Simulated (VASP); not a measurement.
# As (Fd-3m) in VASP: a series of runs

Runs on As. Level: LDA. Tasks: single point.

All numbers are computed with VASP 6.6.1; they aren't measurements. Logs are shortened: lines on timing, memory, paths and dates and some standing lists are left out, and cuts for length are marked.

### 1 The cell of the first run

Symmetry: Fd-3m, No. 227, cubic system. Conventional cell: a = 5.988 Å, b = 5.988 Å, c = 5.988 Å, α = 90.00°, β = 90.00°, γ = 90.00°. Within 3.4 Å of As (site symmetry -43m) lie 4 As at 2.59 Å.

### 2 Single point, LDA

File INCAR:

```
  PREC = Accurate
  ENCUT = 520
  EDIFF = 1E-7
  ISMEAR = 1
  SIGMA = 0.1
  LREAL = F
  LASPH = T
  NELM = 80
  ALGO = Normal
  ISIF = 2
  LWAVE = F
  LCHARG = T
  LELF = T
  LVHAR = T
  NBANDS = 12
```

File KPOINTS:

```
Automatic mesh
0
Gamma
  6 6 6
```

File POSCAR:

```
As
1.0
    0.0000000000      2.9941644478      2.9941644478
    2.9941644478      0.0000000000      2.9941644478
    2.9941644478      2.9941644478      0.0000000000
As
2
Direct
    0.0000000000      0.0000000000      0.0000000000
    0.2500000000      0.2500000000      0.2500000000
```

Potentials or basis: VASP PAW LDA potentials, release 64 (As).

Started as:

```
cat potpaw_LDA.64/As/POTCAR > POTCAR
mpirun -np 1 vasp_std > vasp.out
```

OUTCAR:

```text
PREC = Accurate
   ENCUT = 520
   EDIFF = 1E-7
   ISMEAR = 1
   LREAL = F
   LASPH = T
   NELM = 80
   ISIF = 2

 ion  position               nearest neighbor table
   1  0.000  0.000  0.000-   2 2.59   2 2.59   2 2.59   2 2.59
   2  0.250  0.250  0.250-   1 2.59   1 2.59   1 2.59   1 2.59

  LATTYP: Found a face centered cubic cell.
 ALAT       =     5.9883288956

  Lattice vectors:

 A1 = (   0.0000000000,   2.9941644478,   2.9941644478)
 A2 = (   2.9941644478,   0.0000000000,   2.9941644478)
 A3 = (   2.9941644478,   2.9941644478,   0.0000000000)

Analysis of symmetry for initial positions (statically):
=====================================================================
 Subroutine PRICEL returns:
 Original cell was already a primitive cell.

 Routine SETGRP: Setting up the symmetry group for a
 face centered cubic supercell.

 Subroutine GETGRP returns: Found 48 space group operations
 (whereof 24 operations were pure point group operations)
 out of a pool of 48 trial point group operations.

The static configuration has the point symmetry T_d .
 The point group associated with its full space group is O_h .

Analysis of symmetry for dynamics (positions and initial velocities):
=====================================================================
 Subroutine PRICEL returns:
 Original cell was already a primitive cell.

 Routine SETGRP: Setting up the symmetry group for a
 face centered cubic supercell.

 Subroutine GETGRP returns: Found 48 space group operations
 (whereof 24 operations were pure point group operations)
 out of a pool of 48 trial point group operations.

The dynamic configuration has the point symmetry T_d .
 The point group associated with its full space group is O_h .

 Subroutine INISYM returns: Found 48 space group operations
 (whereof 24 operations are pure point group operations),
 and found     1 'primitive' translations

----------------------------------------------------------------------------------------

                                     Primitive cell

  volume of cell :      53.6855

  direct lattice vectors                    reciprocal lattice vectors
     0.000000000  2.994164448  2.994164448    -0.166991496  0.166991496  0.166991496
     2.994164448  0.000000000  2.994164448     0.166991496 -0.166991496  0.166991496
     2.994164448  2.994164448  0.000000000     0.166991496  0.166991496 -0.166991496

  length of vectors
[... 81 lines left out ...]
   POTIM  = 0.5000    time-step for ionic-motion
   TEBEG  =    0.0;   TEEND  =   0.0 temperature during run
   PSTRESS=    0.0 pullay stress
   NELECT =      10.0000    total number of electrons
   NUPDOWN=      -1.0000    fix difference up-down
   EMIN   =  10.00;   EMAX   =-10.00  energy-range for DOS
   EFERMI =   0.00;   METHOD = LEGACY
   ISMEAR =     1;   SIGMA  =   0.10  broadening in eV -4-tet -1-fermi 0-gaus
   EFERMI_NEDOS =   21; number of points for ismear=-14 and -15
   IALGO  =     38    algorithm
   IMIX   =      4    mixing-type and parameters
     AMIX     =   0.40;   BMIX     =  1.00
     AMIX_MAG =   1.60;   BMIX_MAG =  1.00
  volume/ion in A,a.u.               =      26.84       181.14
  Fermi-wavevector in a.u.,A,eV,Ry     =   0.934952  1.766803 11.893325  0.874135
  Thomas-Fermi vector in A             =   2.061809
   LORBIT       =      0    0 simple, 1 ext, 2 COOP (PROOUT), +10 PAW based schemes
   GGA     = CA    functional components
   LHFCALC =     F    Hartree Fock is set to
   AEXX    =    0.0000 exact exchange contribution
   IVDW    =     0    specifies the selected vdW correction
   LEPSILON=     F    determine dielectric tensor
   LRPA    =     F    only Hartree local field effects (RPA)
 non-spin polarized calculation
 Methfessel and Paxton  Order N= 1 SIGMA  =   0.10
  energy-cutoff  :      520.00
  volume of cell :       53.69
 maximum number of plane-waves:      1464
   NGX = 15   NGY = 15   NGZ = 15

 number of electron      10.0000002 magnetization

 Free energy of the ion-electron system (eV)
  ---------------------------------------------------
  ext. energy  EPLUGINS =         0.00000000
  ---------------------------------------------------
  free energy    TOTEN  =        -9.95424283 eV

  energy without entropy =       -9.95401187  energy(sigma->0) =       -9.95416584

 E-fermi :   3.4514     XC(G=0):  -9.0788

 val. band max:        3.4055665009   @ k =  -0.3333   0.3333   0.1667
 cond. band min:       3.8333855157   @ k =   0.3333   0.1667   0.0000
 fundamental gap:      0.4278190148
 Fermi energy:         3.4513922811

 k-point     1 :       0.0000    0.0000    0.0000
  band No.  band energies     occupation
      1     -10.6912      2.00000
      2      -2.3668      2.00000
      3       1.2051      2.00000
      4       1.2051      2.00000
      5       1.2051      2.00000
      6       3.9856     -0.00000
      7       3.9856     -0.00000
      8       3.9856     -0.00000
      9       8.0961      0.00000
     10      11.3385      0.00000
     11      11.3385      0.00000
     12      13.0501      0.00000
[... 211 lines left out ...]
 k-point    16 :      -0.3333    0.5000    0.1667
  band No.  band energies     occupation
      1      -7.7772      2.00000
      2      -7.7772      2.00000
      3      -1.2790      2.00000
      4      -1.2790      2.00000
      5       3.8531     -0.00000
      6       3.8531     -0.00000
      7       7.1678      0.00000
      8       7.1678      0.00000
      9      10.8273      0.00000
     10      10.8273      0.00000
     11      13.7150      0.00000
     12      13.7150      0.00000

------------------------ aborting loop because EDIFF is reached ----------------------------------------

  FORCE on cell =-STRESS in cart. coord.  units (eV):
  Direction    XX          YY          ZZ          XY          YZ          ZX
  --------------------------------------------------------------------------------------
  -------------------------------------------------------------------------------------
  Total        0.0958026      0.0958026      0.0958026     -0.0000000      0.0000000      0.0000000
  in kB        2.8591113      2.8591113      2.8591113     -0.0000000      0.0000000      0.0000000
  external PRESSURE =       2.8591113 kB  Pullay stress =       0.0000000 kB

 VOLUME and BASIS-vectors are now :
 -----------------------------------------------------------------------------
  energy-cutoff  :      520.00
  volume of cell :       53.69
      direct lattice vectors                 reciprocal lattice vectors
     0.000000000  2.994164448  2.994164448    -0.166991496  0.166991496  0.166991496
     2.994164448  0.000000000  2.994164448     0.166991496 -0.166991496  0.166991496
     2.994164448  2.994164448  0.000000000     0.166991496  0.166991496 -0.166991496

 POSITION                                       TOTAL-FORCE (eV/Angst)
 -----------------------------------------------------------------------------------
      0.00000      0.00000      0.00000         0.000000      0.000000      0.000000
      1.49708      1.49708      1.49708        -0.000000     -0.000000     -0.000000
 -----------------------------------------------------------------------------------
    total drift:                               -0.000000      0.000000      0.000000

  FREE ENERGIE OF THE ION-ELECTRON SYSTEM (eV)
  ---------------------------------------------------
  free  energy   TOTEN  =        -9.9542428253 eV

  energy  without entropy=       -9.9540118678  energy(sigma->0) =       -9.95416584
```

OSZICAR:

```text
N       E                     dE             d eps       ncg     rms          rms(c)
DAV:   1     0.220303360799E+02    0.22030E+02   -0.38413E+03   384   0.671E+02
DAV:   2    -0.849839586285E+01   -0.30529E+02   -0.29640E+02   492   0.109E+02
DAV:   3    -0.100026131575E+02   -0.15042E+01   -0.14982E+01   480   0.221E+01
DAV:   4    -0.100123326684E+02   -0.97195E-02   -0.97187E-02   420   0.217E+00
DAV:   5    -0.100123805294E+02   -0.47861E-04   -0.47861E-04   480   0.155E-01    0.395E+00
DAV:   6    -0.997281483692E+01    0.39566E-01   -0.15641E-02   416   0.605E-01    0.234E+00
DAV:   7    -0.995430342209E+01    0.18511E-01   -0.28333E-02   400   0.830E-01    0.859E-02
DAV:   8    -0.995424105384E+01    0.62368E-04   -0.94319E-04   400   0.166E-01    0.153E-02
DAV:   9    -0.995424217892E+01   -0.11251E-05   -0.12514E-05   456   0.228E-02    0.102E-02
DAV:  10    -0.995424278046E+01   -0.60155E-06   -0.14220E-06   412   0.595E-03    0.193E-03
DAV:  11    -0.995424282529E+01   -0.44825E-07   -0.13821E-07   356   0.177E-03
   1 F= -.99542428E+01 E0= -.99541658E+01  d E =-.230958E-03
```

Wall time 5.5 s (1 thread of AMD EPYC 9R45 (Zen 5), shared host); peak memory 0.12 GiB.

Results:

```
Free energy            : -9.9542 eV
Pressure               : 0.3 GPa
Band gap on the k mesh : zero (band 5 reaches 3.85 eV, above the bottom of band 6 at 2.62 eV)
```

### 3 Single point, LDA

File INCAR:

```
SYSTEM = As
  PREC = Accurate
  ENCUT = 520
  EDIFF = 1E-6
  ISMEAR = 1
  SIGMA = 0.1
  LREAL = .FALSE.
  LASPH = .TRUE.
  NELM = 60
  ALGO = Normal
  ISIF = 2
  LWAVE = .FALSE.
  LCHARG = .FALSE.
  GGA = CA
  NBANDS = 12
```

File KPOINTS:

```
Automatic mesh
0
G
  6 6 6
  0 0 0
```

POSCAR is that of step 2.

Potentials or basis: VASP PAW LDA potentials, release 64 (As).

Started as:

```
cat potpaw_LDA.64/As/POTCAR > POTCAR
mpirun -np 1 vasp_std > vasp.out
```

Wall time 4.5 s (1 thread of AMD EPYC 9R45 (Zen 5), shared host); peak memory 0.12 GiB.

The run converged. Its results:

```
Free energy            : -9.9542 eV
Pressure               : 0.3 GPa
Band gap on the k mesh : zero (band 5 reaches 3.85 eV, above the bottom of band 6 at 2.62 eV)
```

Levels at points of the mesh, in eV from the Fermi level:
| k point | band 3 | band 4 | band 5 | band 6 | band 7 | band 8 |
| --- | --- | --- | --- | --- | --- | --- |
| (0.00, 0.00, 0.00) | -2.25 | -2.25 | -2.25 | 0.53 | 0.53 | 0.53 |
| (0.50, 0.00, 0.00) | -3.24 | -3.24 | -2.82 | 1.79 | 1.79 | 4.99 |
| (0.50, 0.50, 0.00) | -4.37 | -4.37 | -0.83 | -0.83 | 5.23 | 5.23 |

### 4 Single point, LDA

This run uses another cell than the first one, of 26.57 Å³/atom, 0.990 times its volume.

File INCAR:

```
ALGO = Normal ; EDIFF = 1E-7
ENCUT = 520 ; GGA = CA
ISIF = 2 ; ISMEAR = 1
LASPH = True ; LCHARG = False
LREAL = False ; LWAVE = False
NBANDS = 12 ; NELM = 100
PREC = Accurate ; SIGMA = 0.1
```

File KPOINTS:

```
k-points
0
Gamma
  6 6 6
```

File POSCAR:

```
As
1.0
    0.0000000000      2.9841504451      2.9841504451
    2.9841504451      0.0000000000      2.9841504451
    2.9841504451      2.9841504451      0.0000000000
As
2
Direct
    0.0000000000      0.0000000000      0.0000000000
    0.2500000000      0.2500000000      0.2500000000
```

Started as:

```
cat potpaw_LDA.64/As/POTCAR > POTCAR
mpirun -np 1 vasp_std > vasp.out
```

Wall time 5 s (1 thread of AMD EPYC 9R45 (Zen 5), shared host); peak memory 0.12 GiB.

The run converged. Its results:

```yaml
Free_energy: -9.9523 eV
Pressure: 0.9 GPa
Band_gap_on_the_k_mesh: zero (band 5 reaches 3.95 eV, above the bottom of band 6 at 2.70 eV)
```

Levels at points of the mesh, in eV from the Fermi level:
```tsv
k point	band 2	band 3	band 4	band 5	band 6	band 7	band 8	band 9
(0.00, 0.00, 0.00)	-5.78	-2.28	-2.28	-2.28	0.51	0.51	0.51	4.64
(0.50, 0.00, 0.00)	-9.74	-3.28	-3.28	-2.84	1.78	1.78	5.03	6.93
(0.50, 0.50, 0.00)	-11.30	-4.43	-4.43	-0.86	-0.86	5.27	5.27	7.63
```
